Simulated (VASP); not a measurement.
A run of VASP 6.6.1:

INCAR

```
SYSTEM = Ru
PREC = Accurate
ENCUT = 520
EDIFF = 1E-6
ISMEAR = 0
SIGMA = 0.15
LREAL = .False.
LASPH = .True.
NELM = 80
ALGO = Fast
ISIF = 2
LWAVE = .False.
LCHARG = .True.
GGA = PE
LELF = .True.
LVHAR = .True.
NBANDS = 21
```

KPOINTS

```
Automatic mesh
0
Gamma
  21 21 12
  0 0 0
```

File POSCAR:

```
Ru
1.0
    2.6830237894      0.0000000000      0.0000000000
   -1.3415118947      2.3235667606      0.0000000000
    0.0000000000      0.0000000000      4.2385653370
Ru
2
Direct
    0.3333333333      0.6666666667      0.2500000000
    0.6666666667      0.3333333333      0.7500000000
```

Potentials or basis: VASP PAW PBE potentials, release 64 (Ru_pv).

The run is started by

```console
$ cat potpaw_PBE.64/Ru_pv/POTCAR > POTCAR
$ mpirun -np 1 vasp_std > vasp.out
```

Hardware: 1 thread of Intel Xeon 8259CL, on a shared host.

Task: How long does it take, and how much memory?

Result: It took 4 min on 1 thread of Intel Xeon 8259CL, on a shared host, peak memory 0.25 GiB. Counts: scf iterations 13, k points 336.
